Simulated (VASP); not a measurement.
# Se in VASP: a series of runs

Se is run at these levels: PBE; tasks: electric field gradients.

Everything below comes from runs of VASP 6.6.1. Logs are shortened: lines on timing, memory, paths and dates and some standing lists are left out, and cuts for length are marked.

**1. The cell of the first run**

The typed cell holds 6 atoms: a = 6.677 Å, b = 6.757 Å, c = 6.738 Å, α = 115.47°, β = 114.98°, γ = 115.52°.

**2. Electric field gradients, PBE (equal xy, yz and zx shear strains of -1 %)**

File INCAR:

```
SYSTEM = Se
  ALGO = Normal
  EDIFF = 1E-8
  ENCUT = 520
  GGA = PE
  ISIF = 2
  ISMEAR = -1
  LASPH = .TRUE.
  LCHARG = .FALSE.
  LEFG = .TRUE.
  LREAL = .FALSE.
  LWAVE = .FALSE.
  NBANDS = 27
  NELM = 80
  PREC = Accurate
  SIGMA = 0.01
```

File KPOINTS:

```
k-points
0
G
  6 6 6
  0 0 0
```

File POSCAR:

```
Se
1.0
    5.6572185779      3.2441401502      1.4315253667
   -5.7047811459      3.3009501488      1.4883353653
    0.0254176180     -6.5672352491      1.5091292680
Se
6
Direct
    0.2806600000      0.1625100000      0.9181800000
    0.9181800000      0.2806600000      0.1625100000
    0.1625100000      0.9181800000      0.2806600000
    0.7193400000      0.8374900000      0.0818200000
    0.0818200000      0.7193400000      0.8374900000
    0.8374900000      0.0818200000      0.7193400000
```

Potentials or basis: VASP PAW PBE potentials, release 64 (Se).

Started as:

```sh
$ cat potpaw_PBE.64/Se/POTCAR > POTCAR
$ mpirun -np 1 vasp_std > vasp.out
```

OUTCAR:

```text
SYSTEM = Se
   EDIFF = 1E-8
   ENCUT = 520
   GGA = PE
   ISIF = 2
   ISMEAR = -1
   LASPH = .TRUE.
   LREAL = .FALSE.
   NELM = 80
   PREC = Accurate

 ion  position               nearest neighbor table
   1  0.281  0.163  0.918-   6 2.34   5 2.36
   2  0.918  0.281  0.163-   6 2.36   4 2.36
   3  0.163  0.918  0.281-   4 2.34   5 2.36
   4  0.719  0.837  0.082-   3 2.34   2 2.36
   5  0.082  0.719  0.837-   3 2.36   1 2.36
   6  0.837  0.082  0.719-   1 2.34   2 2.36

  LATTYP: Found a triclinic cell.
 ALAT       =     6.7384490812
 B/A-ratio  =     1.6934539071
 C/A-ratio  =     0.6572878521
 COS(alpha) =     0.0036352537
 COS(beta)  =     0.2288063311
 COS(gamma) =     0.8451062454

  Lattice vectors:

 A1 = (   0.0254176180,  -6.5672352491,   1.5091292680)
 A2 = (   5.7301987639,  -9.8681853979,   0.0207939027)
 A3 = (  -0.0221449500,  -0.0221449501,   4.4289900000)

Analysis of symmetry for initial positions (statically):
=====================================================================
 Subroutine PRICEL returns:
 Original cell was already a primitive cell.

 Routine SETGRP: Setting up the symmetry group for a
 triclinic supercell.

 Subroutine GETGRP returns: Found  2 space group operations
 (whereof  2 operations were pure point group operations)
 out of a pool of  2 trial point group operations.

The static configuration has the point symmetry S_2 .

Analysis of symmetry for dynamics (positions and initial velocities):
=====================================================================
 Subroutine PRICEL returns:
 Original cell was already a primitive cell.

 Routine SETGRP: Setting up the symmetry group for a
 triclinic supercell.

 Subroutine GETGRP returns: Found  2 space group operations
 (whereof  2 operations were pure point group operations)
 out of a pool of  2 trial point group operations.

The dynamic configuration has the point symmetry S_2 .

 Subroutine INISYM returns: Found  2 space group operations
 (whereof  2 operations are pure point group operations),
 and found     1 'primitive' translations

----------------------------------------------------------------------------------------

                                     Primitive cell

  volume of cell :     165.0407

  direct lattice vectors                    reciprocal lattice vectors
     5.657218578  3.244140150  1.431525367     0.089407115  0.052393648  0.226494115
    -5.704781146  3.300950149  1.488335365    -0.086627083  0.051509054  0.225609521
     0.025417618 -6.567235249  1.509129268     0.000623935 -0.100498736  0.225285737

  length of vectors
     6.676663256  6.756918082  6.738449081     0.249074910  0.247097329  0.246686134

  position of ions in fractional coordinates (direct lattice)
     0.280660000  0.162510000  0.918180000
     0.918180000  0.280660000  0.162510000
     0.162510000  0.918180000  0.280660000
     0.719340000  0.837490000  0.081820000
     0.081820000  0.719340000  0.837490000
     0.837490000  0.081820000  0.719340000

  ion indices of the primitive-cell ions
   primitive index   ion index
                 1           1
                 2           2
                 3           3
                 4           4
                 5           5
                 6           6

----------------------------------------------------------------------------------------

 KPOINTS: k-points

Automatic generation of k-mesh.
 Grid dimensions read from file:
 generate k-points for:    6    6    6

 Generating k-lattice:

  Cartesian coordinates                     Fractional coordinates (reciprocal lattice)
     0.014901186  0.008732275  0.037749019     0.166666667  0.000000000  0.000000000
    -0.014437847  0.008584842  0.037601587    -0.000000000  0.166666667 -0.000000000
     0.000103989 -0.016749789  0.037547623     0.000000000  0.000000000  0.166666667

  Length of vectors
     0.041512485  0.041182888  0.041114356

  Shift w.r.t. Gamma in fractional coordinates (k-lattice)
     0.000000000  0.000000000  0.000000000

 Subroutine IBZKPT returns following result:
 ===========================================

 Found    112 irreducible k-points:

 Following reciprocal coordinates:
            Coordinates               Weight
  0.000000  0.000000  0.000000      1.000000
  0.166667  0.000000  0.000000      2.000000
  0.333333  0.000000 -0.000000      2.000000
  0.500000  0.000000  0.000000      1.000000
 -0.000000  0.166667 -0.000000      2.000000
  0.166667  0.166667 -0.000000      2.000000
[... 16 lines left out ...]
  0.333333  0.000000  0.166667      2.000000
  0.500000  0.000000  0.166667      2.000000
 [... further k-points ...]
   k-points           NKPTS =    112   k-points in BZ     NKDIM =    112   number of bands    NBANDS=     27
   number of dos      NEDOS =    301   number of ions     NIONS =      6
   total plane-waves  NPLWV = 125000
   dimension x,y,z NGX =    50 NGY =   50 NGZ =   50
   dimension x,y,z NGXF=   100 NGYF=  100 NGZF=  100
   ions per type =               6
   NGX,Y,Z   is equivalent  to a cutoff of  12.45, 12.30, 12.34 a.u.
   NGXF,Y,Z  is equivalent  to a cutoff of  24.90, 24.60, 24.67 a.u.
 SYSTEM =  Se
   PREC   = accura    normal or accurate (medium, high low for compatibility)
   ISTART =      0    job   : 0-new  1-cont  2-samecut
   ICHARG =      2    charge: 1-file 2-atom 10-const
   ISPIN  =      1    spin polarized calculation?
   LNONCOLLINEAR =      F non collinear calculations
   LSORBIT =      F    spin-orbit coupling
   LASPH  =      T    aspherical Exc in radial PAW
   ENCUT  =  520.0 eV  38.22 Ry    6.18 a.u.  12.41 12.56 12.53*2*pi/ulx,y,z
   NELM   =     80;   NELMIN=  2; NELMDL= -5     # of ELM steps
   EDIFF  = 0.1E-07   stopping-criterion for ELM
   LREAL  =      F    real-space projection
   EDIFFG = 0.1E-06   stopping-criterion for IOM
   NSW    =      0    number of steps for IOM
   IBRION =     -1    ionic relax: 0-MD 1-quasi-New 2-CG
   NFREE  =      0    steps in history (QN), initial steepest desc. (CG)
   ISIF   =      2    stress and relaxation
   ISYM   =      2    0-nonsym 1-usesym 2-fastsym
   POTIM  = 0.5000    time-step for ionic-motion
   TEBEG  =    0.0;   TEEND  =   0.0 temperature during run
   PSTRESS=    0.0 pullay stress
   NELECT =      36.0000    total number of electrons
   NUPDOWN=      -1.0000    fix difference up-down
   EMIN   =  10.00;   EMAX   =-10.00  energy-range for DOS
   EFERMI =   0.00;   METHOD = LEGACY
   ISMEAR =    -1;   SIGMA  =   0.01  broadening in eV -4-tet -1-fermi 0-gaus
   EFERMI_NEDOS =   21; number of points for ismear=-14 and -15
   IALGO  =     38    algorithm
   IMIX   =      4    mixing-type and parameters
     AMIX     =   0.40;   BMIX     =  1.00
     AMIX_MAG =   1.60;   BMIX_MAG =  1.00
  volume/ion in A,a.u.               =      27.51       185.62
  Fermi-wavevector in a.u.,A,eV,Ry     =   0.985474  1.862277 13.213431  0.971160
  Thomas-Fermi vector in A             =   2.116784
   LORBIT       =      0    0 simple, 1 ext, 2 COOP (PROOUT), +10 PAW based schemes
   GGA     = PE    functional components
   LHFCALC =     F    Hartree Fock is set to
   AEXX    =    0.0000 exact exchange contribution
   IVDW    =     0    specifies the selected vdW correction
   LEPSILON=     F    determine dielectric tensor
   LRPA    =     F    only Hartree local field effects (RPA)
 non-spin polarized calculation
  energy-cutoff  :      520.00
  volume of cell :      165.04
 maximum number of plane-waves:      4469
 NGX is ok and might be reduce to    50
   NGX = 25   NGY = 25   NGZ = 25

 number of electron      36.0000000 magnetization

 Free energy of the ion-electron system (eV)
  ---------------------------------------------------
  ext. energy  EPLUGINS =         0.00000000
  ---------------------------------------------------
  free energy    TOTEN  =       -20.69177175 eV

  energy without entropy =      -20.69177175  energy(sigma->0) =      -20.69177175

 E-fermi :   2.6137     XC(G=0):  -8.7952

 val. band max:        2.3710934728   @ k =   0.5000   0.5000   0.5000
 cond. band min:       3.5199232588   @ k =   0.1667  -0.1667   0.1667
 fundamental gap:      1.1488297859
 Fermi energy:         2.6136791339

 k-point     1 :       0.0000    0.0000    0.0000
  band No.  band energies     occupation
      1     -13.4231      2.00000
      2     -11.7540      2.00000
      3     -11.6425      2.00000
      4      -9.4872      2.00000
      5      -9.4180      2.00000
      6      -7.7675      2.00000
[... 19 lines left out ...]
     26       8.9026      0.00000
     27       8.9305      0.00000

 k-point     2 :       0.1667    0.0000    0.0000
  band No.  band energies     occupation
      1     -13.3477      2.00000
      2     -11.7723      2.00000
      3     -11.6860      2.00000
      4      -9.4790      2.00000
      5      -9.3423      2.00000
      6      -7.7937      2.00000
[... 19 lines left out ...]
     26       8.8920      0.00000
     27       9.1827      0.00000

 k-point     3 :       0.3333    0.0000   -0.0000
  band No.  band energies     occupation
      1     -13.1768      2.00000
      2     -11.8491      2.00000
      3     -11.7439      2.00000
      4      -9.4889      2.00000
      5      -9.1560      2.00000
      6      -7.8891      2.00000
[... 594 lines left out ...]
      1     -13.0806      2.00000
      2     -11.8990      2.00000
      3     -11.7692      2.00000
      4      -9.4205      2.00000
      5      -9.1392      2.00000
      6      -7.9488      2.00000
[... 19 lines left out ...]
     26       9.7021      0.00000
     27      10.1883      0.00000

 k-point    24 :       0.5000    0.0000    0.1667
  band No.  band energies     occupation
      1     -13.0847      2.00000
      2     -11.9914      2.00000
      3     -11.7842      2.00000
      4      -9.4413      2.00000
      5      -9.1619      2.00000
      6      -7.8025      2.00000
[... 19 lines left out ...]
     26       9.3629      0.00000
     27       9.6598      0.00000

 [... further k-points ...]
[... 5 lines left out ...]
  --------------------------------------------------------------------------------------
  -------------------------------------------------------------------------------------
  Total        3.4093197      2.7576154      2.6112605      0.3787904      0.1638364      0.4786315
  in kB       33.0969041     26.7703059     25.3495256      3.6772112      1.5904872      4.6464461
  external PRESSURE =      28.4055785 kB  Pullay stress =       0.0000000 kB

 VOLUME and BASIS-vectors are now :
 -----------------------------------------------------------------------------
  energy-cutoff  :      520.00
  volume of cell :      165.04
      direct lattice vectors                 reciprocal lattice vectors
     5.657218578  3.244140150  1.431525367     0.089407115  0.052393648  0.226494115
    -5.704781146  3.300950149  1.488335365    -0.086627083  0.051509054  0.225609521
     0.025417618 -6.567235249  1.509129268     0.000623935 -0.100498736  0.225285737

 POSITION                                       TOTAL-FORCE (eV/Angst)
 -----------------------------------------------------------------------------------
      0.68401     -4.58297      2.02929         0.347342      0.360067      0.337370
      3.59737      2.83791      1.97736        -0.331073     -0.038196      0.267406
     -4.31153      1.71491      2.02275         0.339650     -0.246498      0.331291
     -0.70615      4.56082      2.39970        -0.347342     -0.360067     -0.337370
     -3.61952     -2.86005      2.45163         0.331073      0.038196     -0.267406
      4.28938     -1.73706      2.40624        -0.339650      0.246498     -0.331291
 -----------------------------------------------------------------------------------
    total drift:                                0.000000     -0.000000     -0.000000

  FREE ENERGIE OF THE ION-ELECTRON SYSTEM (eV)
  ---------------------------------------------------
  free  energy   TOTEN  =       -20.6917717531 eV

  energy  without entropy=      -20.6917717531  energy(sigma->0) =      -20.69177175

 Electric field gradients (V/A^2)
---------------------------------------------------------------------
 ion       V_xx      V_yy      V_zz      V_xy      V_xz      V_yz
---------------------------------------------------------------------
   1     310.491  -104.521  -205.971  -137.705   139.472   350.353
   2    -116.044   322.198  -206.154  -119.725  -379.418   -60.240
   3     118.425    92.742  -211.166   243.482   223.632  -302.969
   4     310.491  -104.521  -205.971  -137.705   139.472   350.353
   5    -116.044   322.198  -206.154  -119.725  -379.418   -60.240
   6     118.425    92.742  -211.166   243.482   223.632  -302.969
---------------------------------------------------------------------

 Electric field gradients after diagonalization (V/A^2)
 (convention: |V_zz| > |V_xx| > |V_yy|)
----------------------------------------------------------------------
 ion       V_xx      V_yy      V_zz     asymmetry (V_yy - V_xx)/ V_zz
----------------------------------------------------------------------
   1     355.760   197.773  -553.533       0.285
   2     357.389   203.423  -560.813       0.275
   3     356.890   194.604  -551.494       0.294
   4     355.760   197.773  -553.533       0.285
   5     357.389   203.423  -560.813       0.275
   6     356.890   194.604  -551.494       0.294
----------------------------------------------------------------------

           NMR quadrupolar parameters

 Cq : quadrupolar parameter    Cq=e*Q*V_zz/h
 eta: asymmetry parameters     (V_yy - V_xx)/ V_zz
 Q  : nuclear electric quadrupole moment in mb (millibarn)
----------------------------------------------------------------------
 ion       Cq(MHz)       eta       Q (mb)
----------------------------------------------------------------------
   1      -1.338       0.285       1.000
   2      -1.356       0.275       1.000
   3      -1.334       0.294       1.000
   4      -1.338       0.285       1.000
   5      -1.356       0.275       1.000
   6      -1.334       0.294       1.000
----------------------------------------------------------------------
```

Run time: 18 min. Hardware: 1 thread of Intel Xeon 8259CL, shared host; peak memory 0.56 GiB.

Results:

```
Free energy                             : -20.6918 eV
Pressure                                : 2.8 GPa
Largest force                           : 0.603 eV/Å
Band gap on the k mesh                  : 1.15 eV (least direct gap 1.39 eV)
Largest electric field gradient by atom : Se -553.5, -560.8, -551.5 (each value once) V/Å²
```

Forces on the atoms (eV/Å):
```
Se   0.347  0.360  0.337
Se  -0.331 -0.038  0.267
Se   0.340 -0.246  0.331
Se  -0.347 -0.360 -0.337
Se   0.331  0.038 -0.267
Se  -0.340  0.246 -0.331
```

Levels at points of the mesh, in eV from the valence-band top:
```tsv
k point	band 16	band 17	band 18	band 19	band 20	band 21
(0.00, 0.00, 0.00)	-0.79	-0.72	-0.67	1.67	1.81	2.56
(0.50, 0.00, 0.00)	-0.92	-0.43	-0.36	1.64	1.85	2.56
(0.00, 0.50, 0.00)	-0.93	-0.38	-0.36	1.80	1.87	2.57
(0.50, 0.50, 0.00)	-1.18	-0.94	-0.37	1.43	1.71	2.37
(0.00, 0.00, 0.50)	-0.93	-0.34	-0.33	1.63	1.86	2.66
(0.50, 0.00, 0.50)	-1.15	-0.93	-0.40	1.47	1.68	2.24
(0.00, 0.50, 0.50)	-1.20	-0.87	-0.39	1.47	1.79	2.26
(0.50, 0.50, 0.50)	-1.33	-1.28	0.00	1.39	1.46	1.88
```

Electric field gradients, principal values (V/Å²):
```csv
atom,least,middle,greatest (by size)
1 Se,197.773,355.760,-553.533
2 Se,203.423,357.389,-560.813
3 Se,194.604,356.890,-551.494
4 Se,197.773,355.760,-553.533
5 Se,203.423,357.389,-560.813
6 Se,194.604,356.890,-551.494
```

Caveat: the cell differs from its parent crystal (equal xy, yz and zx shear strains of -1 %); this functional lacks dispersion, which holds the molecules together, so the pressure and a relaxed volume are unreliable; without QUAD_EFG the Cq values of the log hold for a quadrupole moment of 1 mb, not for the nuclei.

[end of part 1 of 2]
